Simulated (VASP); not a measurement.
# TiC (Fm-3m) in VASP: settings compared, part 2 of 3

VASP 6.6.1. The steps go on from the part before.

**3. Single point, HSE06**

This run uses another cell than the first one, of 9.55 Å³/atom.

Input file POSCAR:

```
TiC
1.0
    0.0000000000      2.1215080947      2.1215080947
    2.1215080947      0.0000000000      2.1215080947
    2.1215080947      2.1215080947      0.0000000000
Ti C
1 1
Direct
    0.0000000000      0.0000000000      0.0000000000
    0.5000000000      0.5000000000      0.5000000000
```

Input file INCAR.step1:

```
ALGO = Normal
EDIFF = 1E-5
ENCUT = 520
GGA = PE
ISIF = 2
ISMEAR = -1
LASPH = T
LREAL = F
LWAVE = T
NBANDS = 15
NELM = 60
PREC = Accurate
SIGMA = 0.05
```

Input file INCAR.step2:

```
ALGO = Normal
EDIFF = 1E-6
ENCUT = 520
GGA = PE
HFSCREEN = 0.2079
ISIF = 2
ISMEAR = -1
ISTART = 1
LASPH = T
LCHARG = T
LELF = T
LHFCALC = T
LREAL = F
LVHAR = T
LWAVE = F
NBANDS = 15
NELM = 60
PREC = Accurate
PRECFOCK = Normal
SIGMA = 0.05
```

Input file KPOINTS:

```
k-points
0
Gamma
  6 6 6
```

Potentials or basis: VASP PAW PBE potentials, release 64 (Ti_sv, C).

On the command line:

```bash
$ cat potpaw_PBE.64/Ti_sv/POTCAR potpaw_PBE.64/C/POTCAR > POTCAR
$ cp INCAR.step1 INCAR
$ mpirun -np 1 vasp_std > vasp.out
$ cp INCAR.step2 INCAR
$ mpirun -np 1 vasp_std > vasp.out
```

OUTCAR:

```text
EDIFF = 1E-6
   ENCUT = 520
   GGA = PE
   HFSCREEN = 0.2079
   ISIF = 2
   ISMEAR = -1
   ISTART = 1
   LASPH = T
   LHFCALC = T
   LREAL = F
   NELM = 60
   PREC = Accurate
   PRECFOCK = Normal

 ion  position               nearest neighbor table
   1  0.000  0.000  0.000-   2 2.12   2 2.12   2 2.12   2 2.12   2 2.12   2 2.12
   2  0.500  0.500  0.500-   1 2.12   1 2.12   1 2.12   1 2.12   1 2.12   1 2.12

  LATTYP: Found a face centered cubic cell.
 ALAT       =     4.2430161894

  Lattice vectors:

 A1 = (   0.0000000000,   2.1215080947,   2.1215080947)
 A2 = (   2.1215080947,   0.0000000000,   2.1215080947)
 A3 = (   2.1215080947,   2.1215080947,   0.0000000000)

Analysis of symmetry for initial positions (statically):
=====================================================================
 Subroutine PRICEL returns:
 Original cell was already a primitive cell.

 Routine SETGRP: Setting up the symmetry group for a
 face centered cubic supercell.

 Subroutine GETGRP returns: Found 48 space group operations
 (whereof 48 operations were pure point group operations)
 out of a pool of 48 trial point group operations.

The static configuration has the point symmetry O_h .

Analysis of symmetry for dynamics (positions and initial velocities):
=====================================================================
 Subroutine PRICEL returns:
 Original cell was already a primitive cell.

 Routine SETGRP: Setting up the symmetry group for a
 face centered cubic supercell.

 Subroutine GETGRP returns: Found 48 space group operations
 (whereof 48 operations were pure point group operations)
 out of a pool of 48 trial point group operations.

The dynamic configuration has the point symmetry O_h .

 Subroutine INISYM returns: Found 48 space group operations
 (whereof 48 operations are pure point group operations),
 and found     1 'primitive' translations

----------------------------------------------------------------------------------------

                                     Primitive cell

  volume of cell :      19.0970

  direct lattice vectors                    reciprocal lattice vectors
     0.000000000  2.121508095  2.121508095    -0.235681401  0.235681401  0.235681401
     2.121508095  0.000000000  2.121508095     0.235681401 -0.235681401  0.235681401
     2.121508095  2.121508095  0.000000000     0.235681401  0.235681401 -0.235681401

  length of vectors
     3.000265520  3.000265520  3.000265520     0.408212161  0.408212161  0.408212161

  position of ions in fractional coordinates (direct lattice)
     0.000000000  0.000000000  0.000000000
     0.500000000  0.500000000  0.500000000

  ion indices of the primitive-cell ions
   primitive index   ion index
                 1           1
                 2           2

----------------------------------------------------------------------------------------
[... 44 lines left out ...]
   number of dos      NEDOS =    301   number of ions     NIONS =      2
   total plane-waves  NPLWV =  13824
   dimension x,y,z NGX =    24 NGY =   24 NGZ =   24
   dimension x,y,z NGXF=    48 NGYF=   48 NGZF=   48
   ions per type =               1   1
   NGX,Y,Z   is equivalent  to a cutoff of  13.30, 13.30, 13.30 a.u.
   NGXF,Y,Z  is equivalent  to a cutoff of  26.60, 26.60, 26.60 a.u.
 SYSTEM =  unknown system
   PREC   = accura    normal or accurate (medium, high low for compatibility)
   ISTART =      1    job   : 0-new  1-cont  2-samecut
   ICHARG =      0    charge: 1-file 2-atom 10-const
   ISPIN  =      1    spin polarized calculation?
   LNONCOLLINEAR =      F non collinear calculations
   LSORBIT =      F    spin-orbit coupling
   LASPH  =      T    aspherical Exc in radial PAW
   ENCUT  =  520.0 eV  38.22 Ry    6.18 a.u.   5.58  5.58  5.58*2*pi/ulx,y,z
   NELM   =     60;   NELMIN=  2; NELMDL=  0     # of ELM steps
   EDIFF  = 0.1E-05   stopping-criterion for ELM
   LREAL  =      F    real-space projection
   EDIFFG = 0.1E-04   stopping-criterion for IOM
   NSW    =      0    number of steps for IOM
   IBRION =     -1    ionic relax: 0-MD 1-quasi-New 2-CG
   NFREE  =      0    steps in history (QN), initial steepest desc. (CG)
   ISIF   =      2    stress and relaxation
   ISYM   =      3    0-nonsym 1-usesym 2-fastsym
   POTIM  = 0.5000    time-step for ionic-motion
   TEBEG  =    0.0;   TEEND  =   0.0 temperature during run
   PSTRESS=    0.0 pullay stress
   NELECT =      16.0000    total number of electrons
   NUPDOWN=      -1.0000    fix difference up-down
   EMIN   =  10.00;   EMAX   =-10.00  energy-range for DOS
   EFERMI =   0.00;   METHOD = LEGACY
   ISMEAR =    -1;   SIGMA  =   0.05  broadening in eV -4-tet -1-fermi 0-gaus
   EFERMI_NEDOS =   21; number of points for ismear=-14 and -15
   IALGO  =     38    algorithm
   IMIX   =      1    mixing-type and parameters
     AMIX     =   0.40;   BMIX     =  1.00
     AMIX_MAG =   1.60;   BMIX_MAG =  1.00
  volume/ion in A,a.u.               =       9.55        64.44
  Fermi-wavevector in a.u.,A,eV,Ry     =   1.543335  2.916480 32.407474  2.381882
  Thomas-Fermi vector in A             =   2.649012
   LORBIT       =      0    0 simple, 1 ext, 2 COOP (PROOUT), +10 PAW based schemes
   GGA     = PE    functional components
   LHFCALC =     T    Hartree Fock is set to
   PRECFOCK=normal    Normal, Fast or Accurate (Low or Medium for compatibility)
   ENCUT4O =  -1.0   cutoff for four orbital integrals eV
   NKREDX  =     1    reduce k-point grid by
   NKREDY  =     1    reduce k-point grid by
   NKREDZ  =     1    reduce k-point grid by
   AEXX    =    0.2500 exact exchange contribution
   HFSCREEN=    0.2079 screening length (either q_TF or 0.3 A-1)
   HFSCREENC=   0.2079 screening length for correlation (either q_TF or 0.3 A-1)
   ENCUTFOCK=  -1.0 apply spherical cutoff to Coloumb kernel
   IVDW    =     0    specifies the selected vdW correction
   LEPSILON=     F    determine dielectric tensor
   LRPA    =     F    only Hartree local field effects (RPA)
 non-spin polarized calculation
  energy-cutoff  :      520.00
  volume of cell :       19.10
 maximum number of plane-waves:       531
 NGX is ok and might be reduce to    24
  NGX = 18; NGY = 18; NGZ = 18

 number of electron      16.0000002 magnetization

 Free energy of the ion-electron system (eV)
  ---------------------------------------------------
  ext. energy  EPLUGINS =         0.00000000
  ---------------------------------------------------
  free energy    TOTEN  =       -21.99076031 eV

  energy without entropy =      -21.98553500  energy(sigma->0) =      -21.98814766

 E-fermi :   9.9396     XC(G=0): -10.6359

 val. band max:        9.9294639771   @ k =   0.5000   0.5000   0.0000
 cond. band min:      10.4906832782   @ k =   0.1667   0.1667   0.0000
 fundamental gap:      0.5612193011
 Fermi energy:         9.9396427679

 k-point     1 :       0.0000    0.0000    0.0000
  band No.  band energies     occupation
      1     -51.1264      2.00000
      2     -25.4578      2.00000
      3     -25.4578      2.00000
      4     -25.4578      2.00000
      5      -4.4850      2.00000
      6      11.4195      0.00000
      7      11.4195      0.00000
      8      11.4195      0.00000
      9      12.0501      0.00000
     10      12.0501      0.00000
     11      12.0501      0.00000
     12      12.2921      0.00000
     13      12.2921      0.00000
     14      22.5980      0.00000
[... 257 lines left out ...]
      2     -25.9658      2.00000
      3     -25.7784      2.00000
      4     -25.6901      2.00000
      5      -1.3390      2.00000
      6       5.8759      2.00000
      7       6.7050      2.00000
      8       7.2995      2.00000
      9      12.5973      0.00000
     10      14.7739      0.00000
     11      15.0698      0.00000
     12      15.7587      0.00000
     13      17.1511      0.00000
     14      25.9213      0.00000
     15      26.1758      0.00000

------------------------ aborting loop because EDIFF is reached ----------------------------------------

  FORCE on cell =-STRESS in cart. coord.  units (eV):
  Direction    XX          YY          ZZ          XY          YZ          ZX
  --------------------------------------------------------------------------------------
  -------------------------------------------------------------------------------------
  Total        1.5562548      1.5562548      1.5562548      0.0000000      0.0000000     -0.0000000
  in kB      130.5651296    130.5651296    130.5651296      0.0000000      0.0000000     -0.0000000
  external PRESSURE =     130.5651296 kB  Pullay stress =       0.0000000 kB

 VOLUME and BASIS-vectors are now :
 -----------------------------------------------------------------------------
  energy-cutoff  :      520.00
  volume of cell :       19.10
      direct lattice vectors                 reciprocal lattice vectors
     0.000000000  2.121508095  2.121508095    -0.235681401  0.235681401  0.235681401
     2.121508095  0.000000000  2.121508095     0.235681401 -0.235681401  0.235681401
     2.121508095  2.121508095  0.000000000     0.235681401  0.235681401 -0.235681401

 POSITION                                       TOTAL-FORCE (eV/Angst)
 -----------------------------------------------------------------------------------
      0.00000      0.00000      0.00000         0.000000      0.000000      0.000000
      2.12151      2.12151      2.12151        -0.000000     -0.000000     -0.000000
 -----------------------------------------------------------------------------------
    total drift:                               -0.000000     -0.000000     -0.000000

  FREE ENERGIE OF THE ION-ELECTRON SYSTEM (eV)
  ---------------------------------------------------
  free  energy   TOTEN  =       -21.9907603084 eV

  energy  without entropy=      -21.9855350049  energy(sigma->0) =      -21.98814766
```

OSZICAR.step1:

```text
N       E                     dE             d eps       ncg     rms          rms(c)
DAV:   1     0.121471940004E+03    0.12147E+03   -0.81307E+03   480   0.133E+03
DAV:   2    -0.164912495451E+02   -0.13796E+03   -0.12760E+03   522   0.336E+02
DAV:   3    -0.237999382901E+02   -0.73087E+01   -0.71716E+01   599   0.784E+01
DAV:   4    -0.240636210877E+02   -0.26368E+00   -0.26362E+00   552   0.139E+01
DAV:   5    -0.240728667172E+02   -0.92456E-02   -0.92452E-02   614   0.240E+00    0.196E+01
DAV:   6    -0.191288438847E+02    0.49440E+01   -0.11402E+01   663   0.568E+01    0.671E+00
DAV:   7    -0.186472872781E+02    0.48156E+00   -0.19414E+00   536   0.194E+01    0.543E+00
DAV:   8    -0.186259687742E+02    0.21319E-01   -0.11141E-01   565   0.432E+00    0.269E+00
DAV:   9    -0.186326568699E+02   -0.66881E-02   -0.54880E-02   613   0.248E+00    0.740E-01
DAV:  10    -0.186318704418E+02    0.78643E-03   -0.75743E-03   575   0.977E-01    0.556E-01
DAV:  11    -0.186307577316E+02    0.11127E-02   -0.20100E-03   543   0.736E-01    0.132E-01
DAV:  12    -0.186307289220E+02    0.28810E-04   -0.21599E-04   564   0.135E-01    0.152E-02
DAV:  13    -0.186307262797E+02    0.26424E-05   -0.21122E-05   535   0.406E-02
   1 F= -.18630726E+02 E0= -.18628605E+02  d E =-.424219E-02
```

It took 43 min on 1 thread of Intel Xeon 8259CL, shared host; peak memory 0.25 GiB.

What came out:

```yaml
Free_energy: -21.9908 eV
Pressure: 13.1 GPa
Band_gap_on_the_k_mesh: zero (bands 8 and 9 overlap by 1.82 eV)
```

Levels at points of the mesh, in eV from the Fermi level:
```tsv
k point	band 4	band 5	band 6	band 7	band 8	band 9	band 10	band 11	band 12	band 13
(0.00, 0.00, 0.00)	-35.40	-14.42	1.48	1.48	1.48	2.11	2.11	2.11	2.35	2.35
(0.50, 0.00, 0.00)	-35.45	-10.20	-7.03	-3.59	-3.59	4.37	4.37	5.78	9.36	10.29
(0.50, 0.50, 0.00)	-35.62	-11.82	-4.17	-1.60	-0.01	-0.01	3.64	5.12	5.12	7.57
```

Caveat: the k points lie up to 0.43 Å⁻¹ apart, too coarse for converged energies and pressures of a metal; the PAW data sets were made with another functional, which shifts forces and pressure a little.

(Part 2 of 3 ends here.)
